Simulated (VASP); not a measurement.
# C (Imma) in VASP: a series of runs

C is run at these levels: PBE, r2SCAN; tasks: single point.

Program: VASP 6.6.1. These are calculated values, not measurements. Logs are shortened: lines on timing, memory, paths and dates and some standing lists are left out, and cuts for length are marked.

## Step 1: The cell of the first run

It takes space group Imma (No. 74, orthorhombic). Conventional cell: a = 2.457 Å, b = 2.578 Å, c = 3.560 Å, α = 90.00°, β = 90.00°, γ = 90.00°. C (site symmetry mm2) has 4 C at 1.52 to 1.56 Å within 2.0 Å.

## Step 2: Single point, PBE (shear xy strain +4.8%)

INCAR

```
SYSTEM = C
PREC = Accurate
ENCUT = 520
EDIFF = 1E-7
ISMEAR = -1
SIGMA = 0.02
LREAL = .False.
LASPH = .True.
NELM = 60
ALGO = Normal
ISIF = 2
LWAVE = .False.
LCHARG = .False.
GGA = PE
NBANDS = 11
```

KPOINTS

```
Automatic mesh
0
Gamma
  12 12 12
  0 0 0
```

POSCAR

```
C
1.0
    0.0429009918      1.7801241411      1.7801241411
    1.7801241411      0.0429009918      1.7801241411
    1.8230251329      1.8230251329      0.0000000000
C
2
Direct
    0.0003893714      0.0003893714     -0.0003893714
    0.2496106286      0.2496106286      0.2503893714
```

Potentials or basis: VASP PAW PBE potentials, release 64 (C).

Command:

```sh
cat potpaw_PBE.64/C/POTCAR > POTCAR
mpirun -np 1 vasp_std > vasp.out
```

OUTCAR:

```text
SYSTEM = C
   PREC = Accurate
   ENCUT = 520
   EDIFF = 1E-7
   ISMEAR = -1
   LREAL = .False.
   LASPH = .True.
   NELM = 60
   ISIF = 2
   GGA = PE

 ion  position               nearest neighbor table
   1  0.000  0.000  1.000-   2 1.52   2 1.52   2 1.56   2 1.56
   2  0.250  0.250  0.250-   1 1.52   1 1.52   1 1.56   1 1.56

  LATTYP: Found a body centered orthorhombic cell.
 ALAT       =     2.4568045386
 B/A-ratio  =     1.0493903064
 C/A-ratio  =     1.4491377829

  Lattice vectors:

 A1 = (   1.7801241411,   0.0429009918,  -1.7801241411)
 A2 = (  -1.7801241411,  -0.0429009918,  -1.7801241411)
 A3 = (   0.0429009918,   1.7801241411,   1.7801241411)

Analysis of symmetry for initial positions (statically):
=====================================================================
 Subroutine PRICEL returns:
 Original cell was already a primitive cell.

 Routine SETGRP: Setting up the symmetry group for a
 body centered orthorhombic supercell.

 Subroutine GETGRP returns: Found  8 space group operations
 (whereof  4 operations were pure point group operations)
 out of a pool of  8 trial point group operations.

The static configuration has the point symmetry C_2v.
 The point group associated with its full space group is D_2h.

Analysis of symmetry for dynamics (positions and initial velocities):
=====================================================================
 Subroutine PRICEL returns:
 Original cell was already a primitive cell.

 Routine SETGRP: Setting up the symmetry group for a
 body centered orthorhombic supercell.

 Subroutine GETGRP returns: Found  8 space group operations
 (whereof  4 operations were pure point group operations)
 out of a pool of  8 trial point group operations.

The dynamic configuration has the point symmetry C_2v.
 The point group associated with its full space group is D_2h.

 Subroutine INISYM returns: Found  8 space group operations
 (whereof  4 operations are pure point group operations),
 and found     1 'primitive' translations

----------------------------------------------------------------------------------------

                                     Primitive cell

  volume of cell :      11.2753

  direct lattice vectors                    reciprocal lattice vectors
     0.042900992  1.780124141  1.780124141    -0.287815644  0.287815644  0.280879287
     1.780124141  0.042900992  1.780124141     0.287815644 -0.287815644  0.280879287
     1.823025133  1.823025133  0.000000000     0.274269395  0.274269395 -0.280879287

  length of vectors
     2.517841220  2.517841220  2.578146867     0.494539042  0.494539042  0.478895162

  position of ions in fractional coordinates (direct lattice)
     0.000389371  0.000389371  0.999610629
     0.249610629  0.249610629  0.250389371

  ion indices of the primitive-cell ions
   primitive index   ion index
                 1           1
                 2           2

----------------------------------------------------------------------------------------

 KPOINTS: Automatic mesh

Automatic generation of k-mesh.
 Grid dimensions read from file:
 generate k-points for:   12   12   12

 Generating k-lattice:

  Cartesian coordinates                     Fractional coordinates (reciprocal lattice)
    -0.023984637  0.023984637  0.023406607     0.083333333  0.000000000  0.000000000
     0.023984637 -0.023984637  0.023406607     0.000000000  0.083333333  0.000000000
     0.022855783  0.022855783 -0.023406607    -0.000000000 -0.000000000  0.083333333

  Length of vectors
     0.041211587  0.041211587  0.039907930

  Shift w.r.t. Gamma in fractional coordinates (k-lattice)
     0.000000000  0.000000000  0.000000000

 Subroutine IBZKPT returns following result:
 ===========================================

 Found    280 irreducible k-points:

 Following reciprocal coordinates:
            Coordinates               Weight
  0.000000  0.000000  0.000000      1.000000
  0.083333 -0.000000  0.000000      4.000000
  0.166667 -0.000000  0.000000      4.000000
  0.250000 -0.000000  0.000000      4.000000
  0.333333 -0.000000  0.000000      4.000000
  0.416667 -0.000000  0.000000      4.000000
[... 16 lines left out ...]
  0.500000  0.166667  0.000000      4.000000
 -0.416667  0.166667  0.000000      4.000000
 [... further k-points ...]
   k-points           NKPTS =    280   k-points in BZ     NKDIM =    280   number of bands    NBANDS=     11
   number of dos      NEDOS =    301   number of ions     NIONS =      2
   total plane-waves  NPLWV =   8000
   dimension x,y,z NGX =    20 NGY =   20 NGZ =   20
   dimension x,y,z NGXF=    40 NGYF=   40 NGZF=   40
   ions per type =               2
   NGX,Y,Z   is equivalent  to a cutoff of  13.21, 13.21, 12.90 a.u.
   NGXF,Y,Z  is equivalent  to a cutoff of  26.41, 26.41, 25.79 a.u.
 SYSTEM =  C
   PREC   = accura    normal or accurate (medium, high low for compatibility)
   ISTART =      0    job   : 0-new  1-cont  2-samecut
   ICHARG =      2    charge: 1-file 2-atom 10-const
   ISPIN  =      1    spin polarized calculation?
   LNONCOLLINEAR =      F non collinear calculations
   LSORBIT =      F    spin-orbit coupling
   LASPH  =      T    aspherical Exc in radial PAW
   ENCUT  =  520.0 eV  38.22 Ry    6.18 a.u.   4.68  4.68  4.79*2*pi/ulx,y,z
   NELM   =     60;   NELMIN=  2; NELMDL= -5     # of ELM steps
   EDIFF  = 0.1E-06   stopping-criterion for ELM
   LREAL  =      F    real-space projection
   EDIFFG = 0.1E-05   stopping-criterion for IOM
   NSW    =      0    number of steps for IOM
   IBRION =     -1    ionic relax: 0-MD 1-quasi-New 2-CG
   NFREE  =      0    steps in history (QN), initial steepest desc. (CG)
   ISIF   =      2    stress and relaxation
   ISYM   =      2    0-nonsym 1-usesym 2-fastsym
   POTIM  = 0.5000    time-step for ionic-motion
   TEBEG  =    0.0;   TEEND  =   0.0 temperature during run
   PSTRESS=    0.0 pullay stress
   NELECT =       8.0000    total number of electrons
   NUPDOWN=      -1.0000    fix difference up-down
   EMIN   =  10.00;   EMAX   =-10.00  energy-range for DOS
   EFERMI =   0.00;   METHOD = LEGACY
   ISMEAR =    -1;   SIGMA  =   0.02  broadening in eV -4-tet -1-fermi 0-gaus
   EFERMI_NEDOS =   21; number of points for ismear=-14 and -15
   IALGO  =     38    algorithm
   IMIX   =      4    mixing-type and parameters
     AMIX     =   0.40;   BMIX     =  1.00
     AMIX_MAG =   1.60;   BMIX_MAG =  1.00
  volume/ion in A,a.u.               =       5.64        38.04
  Fermi-wavevector in a.u.,A,eV,Ry     =   1.460143  2.759270 29.007849  2.132017
  Thomas-Fermi vector in A             =   2.576627
   LORBIT       =      0    0 simple, 1 ext, 2 COOP (PROOUT), +10 PAW based schemes
   GGA     = PE    functional components
   LHFCALC =     F    Hartree Fock is set to
   AEXX    =    0.0000 exact exchange contribution
   IVDW    =     0    specifies the selected vdW correction
   LEPSILON=     F    determine dielectric tensor
   LRPA    =     F    only Hartree local field effects (RPA)
 non-spin polarized calculation
  energy-cutoff  :      520.00
  volume of cell :       11.28
 maximum number of plane-waves:       313
   NGX =  9   NGY =  9   NGZ =  9

 number of electron       7.9999999 magnetization

 Free energy of the ion-electron system (eV)
  ---------------------------------------------------
  ext. energy  EPLUGINS =         0.00000000
  ---------------------------------------------------
  free energy    TOTEN  =       -18.13654035 eV

  energy without entropy =      -18.13654035  energy(sigma->0) =      -18.13654035

 E-fermi :  10.2838     XC(G=0): -13.2812

 val. band max:        9.8823811888   @ k =   0.0000   0.0000   0.0000
 cond. band min:      13.6564291957   @ k =   0.5000   0.5000   0.0000
 fundamental gap:      3.7740480069
 Fermi energy:        10.2837850557

 k-point     1 :       0.0000    0.0000    0.0000
  band No.  band energies     occupation
      1     -11.7480      2.00000
      2       9.7732      2.00000
      3       9.7785      2.00000
      4       9.8824      2.00000
      5      14.7367      0.00000
      6      15.2997      0.00000
      7      16.1341      0.00000
      8      23.4470      0.00000
      9      29.2315      0.00000
     10      36.4179      0.00000
     11      36.4870      0.00000

 k-point     2 :       0.0833   -0.0000    0.0000
  band No.  band energies     occupation
      1     -11.5482      2.00000
      2       8.7314      2.00000
      3       9.4106      2.00000
      4       9.4488      2.00000
      5      15.2242      0.00000
      6      15.7922      0.00000
      7      16.6039      0.00000
      8      23.6251      0.00000
      9      29.5633      0.00000
     10      33.9338      0.00000
     11      34.3666      0.00000

 k-point     3 :       0.1667   -0.0000    0.0000
  band No.  band energies     occupation
      1     -10.9509      2.00000
      2       6.2900      2.00000
      3       8.6493      2.00000
      4       8.6784      2.00000
      5      16.2516      0.00000
      6      16.7058      0.00000
      7      17.4479      0.00000
      8      24.1018      0.00000
      9      30.1716      0.00000
     10      32.1245      0.00000
     11      32.8768      0.00000

 k-point     4 :       0.2500   -0.0000    0.0000
  band No.  band energies     occupation
      1      -9.9638      2.00000
      2       3.4555      2.00000
      3       7.8886      2.00000
      4       7.8969      2.00000
      5      17.1810      0.00000
      6      17.3834      0.00000
      7      18.1917      0.00000
      8      24.7066      0.00000
      9      30.4324      0.00000
     10      31.5676      0.00000
     11      32.6664      0.00000

 k-point     5 :       0.3333   -0.0000    0.0000
  band No.  band energies     occupation
      1      -8.6050      2.00000
      2       0.6244      2.00000
      3       7.2622      2.00000
      4       7.3160      2.00000
      5      17.6786      0.00000
      6      17.7143      0.00000
      7      18.6417      0.00000
      8      25.2075      0.00000
      9      30.6265      0.00000
     10      32.3565      0.00000
     11      33.7273      0.00000
[... 211 lines left out ...]
 k-point    21 :       0.3333    0.1667    0.0000
  band No.  band energies     occupation
      1      -8.9316      2.00000
      2       2.9573      2.00000
      3       5.5956      2.00000
      4       6.1806      2.00000
      5      15.6305      0.00000
      6      20.5248      0.00000
      7      20.7666      0.00000
      8      22.1648      0.00000
      9      30.5844      0.00000
     10      31.8193      0.00000
     11      36.3972      0.00000

 k-point    22 :       0.4167    0.1667    0.0000
  band No.  band energies     occupation
      1      -7.4905      2.00000
      2       0.3447      2.00000
      3       5.3097      2.00000
      4       5.3997      2.00000
      5      16.0699      0.00000
      6      20.6287      0.00000
      7      20.9616      0.00000
      8      23.4110      0.00000
      9      31.0375      0.00000
     10      32.2553      0.00000
     11      36.6967      0.00000

 k-point    23 :       0.5000    0.1667    0.0000
  band No.  band energies     occupation
      1      -5.7989      2.00000
      2      -2.0439      2.00000
      3       4.6195      2.00000
      4       5.5302      2.00000
      5      16.3968      0.00000
      6      20.2860      0.00000
      7      20.9700      0.00000
      8      25.0650      0.00000
      9      30.0517      0.00000
     10      33.7736      0.00000
     11      35.9031      0.00000

 k-point    24 :      -0.4167    0.1667    0.0000
  band No.  band energies     occupation
      1      -5.1545      2.00000
      2      -2.8210      2.00000
      3       4.1912      2.00000
      4       5.9672      2.00000
      5      16.8371      0.00000
      6      19.7217      0.00000
      7      20.8880      0.00000
      8      25.6872      0.00000
      9      29.6575      0.00000
     10      33.4334      0.00000
     11      34.7658      0.00000

 [... further k-points ...]
[... 5 lines left out ...]
  --------------------------------------------------------------------------------------
  -------------------------------------------------------------------------------------
  Total        0.4599312      0.4599312      0.3609188     -1.9537794      0.0000000      0.0000000
  in kB       65.3544127     65.3544127     51.2851461   -277.6243558      0.0000000      0.0000000
  external PRESSURE =      60.6646571 kB  Pullay stress =       0.0000000 kB

 VOLUME and BASIS-vectors are now :
 -----------------------------------------------------------------------------
  energy-cutoff  :      520.00
  volume of cell :       11.28
      direct lattice vectors                 reciprocal lattice vectors
     0.042900992  1.780124141  1.780124141    -0.287815644  0.287815644  0.280879287
     1.780124141  0.042900992  1.780124141     0.287815644 -0.287815644  0.280879287
     1.823025133  1.823025133  0.000000000     0.274269395  0.274269395 -0.280879287

 POSITION                                       TOTAL-FORCE (eV/Angst)
 -----------------------------------------------------------------------------------
      1.82303      1.82303      0.00139         0.000000      0.000000      0.066065
      0.91151      0.91151      0.88868         0.000000      0.000000     -0.066065
 -----------------------------------------------------------------------------------
    total drift:                                0.000000      0.000000      0.000000

  FREE ENERGIE OF THE ION-ELECTRON SYSTEM (eV)
  ---------------------------------------------------
  free  energy   TOTEN  =       -18.1365403501 eV

  energy  without entropy=      -18.1365403501  energy(sigma->0) =      -18.13654035
```

Wall time 32 s (1 thread of Intel Xeon Platinum 8259CL at 2.50GHz (Skylake/Cascade Lake), shared host); peak memory 0.14 GiB.

Results:

```yaml
Free_energy: -18.1365 eV
Pressure: 6.1 GPa
Largest_force: 0.066 eV/Å
Band_gap_on_the_k_mesh: 3.77 eV, indirect (least direct gap 4.85 eV)
```

Forces in eV/Å, atoms in the order of the input:
```
C    0.000  0.000  0.066
C    0.000  0.000 -0.066
```

Caveat: the cell differs from its parent crystal (shear xy strain +4.8%). A k mesh can miss the band edges.

## Step 3: Single point, r2SCAN (shear xy strain +4.8%)

POSCAR is that of step 2.

INCAR.step1

```
SYSTEM = C
PREC = Accurate ; ENCUT = 520
ISMEAR = 0 ; SIGMA = 0.01
LREAL = .FALSE. ; LASPH = .TRUE.
NELM = 60 ; NBANDS = 11
GGA = PE ; ALGO = Normal
EDIFF = 1E-4 ; LWAVE = .TRUE.
LCHARG = .FALSE.
```

INCAR.step2

```
SYSTEM = C
PREC = Accurate ; ENCUT = 520
EDIFF = 1E-6 ; ISMEAR = 0
SIGMA = 0.01 ; LREAL = .FALSE.
LASPH = .TRUE. ; NELM = 60
ALGO = Normal ; ISIF = 2
LWAVE = .FALSE. ; LCHARG = .TRUE.
METAGGA = R2SCAN ; LMIXTAU = .TRUE.
LELF = .TRUE. ; LVHAR = .TRUE.
NBANDS = 11 ; ISTART = 1
```

KPOINTS

```
regular mesh
0
G
  12 12 12
  0 0 0
```

Potentials or basis: VASP PAW PBE potentials, release 64 (C).

Command:

```sh
cat potpaw_PBE.64/C/POTCAR > POTCAR
cp INCAR.step1 INCAR
mpirun -np 1 vasp_std > vasp.out
cp INCAR.step2 INCAR
mpirun -np 1 vasp_std > vasp.out
```

It took 1.9 min on 1 thread of Intel Xeon Platinum 8259CL at 2.50GHz (Skylake/Cascade Lake), shared host; peak memory 0.14 GiB.

Results (log left out):

- Free energy: -19.6088 eV
- Pressure: 2.3 GPa
- Largest force: 0.018 eV/Å
- Band gap on the k mesh: 3.98 eV, indirect (least direct gap 5.09 eV)

Forces in eV/Å, atoms in the order of the input:
```
C    0.000  0.000  0.018
C    0.000  0.000 -0.018
```

Stress tensor (GPa, compression positive):
```
  2.84 -28.53   0.00
-28.53   2.84   0.00
  0.00   0.00   1.30
```

Levels at points of the mesh, in eV from the valence-band top:
| k point | band 2 | band 3 | band 4 | band 5 | band 6 | band 7 |
| --- | --- | --- | --- | --- | --- | --- |
| (0.00, 0.00, 0.00) | -0.11 | -0.10 | 0.00 | 5.09 | 5.66 | 6.52 |
| (0.50, 0.00, 0.00) | -14.20 | -3.34 | -3.22 | 8.28 | 8.35 | 9.35 |
| (0.50, 0.50, 0.00) | -13.42 | -7.26 | -6.22 | 3.98 | 5.99 | 17.82 |
| (0.00, 0.00, 0.50) | -14.16 | -2.84 | -2.80 | 8.40 | 9.37 | 9.97 |
| (0.50, 0.00, 0.50) | -13.69 | -6.74 | -6.74 | 4.95 | 4.95 | 17.77 |

Caveat: the cell differs from its parent crystal (shear xy strain +4.8%); the PAW data sets were made with another functional, which shifts forces and pressure a little.
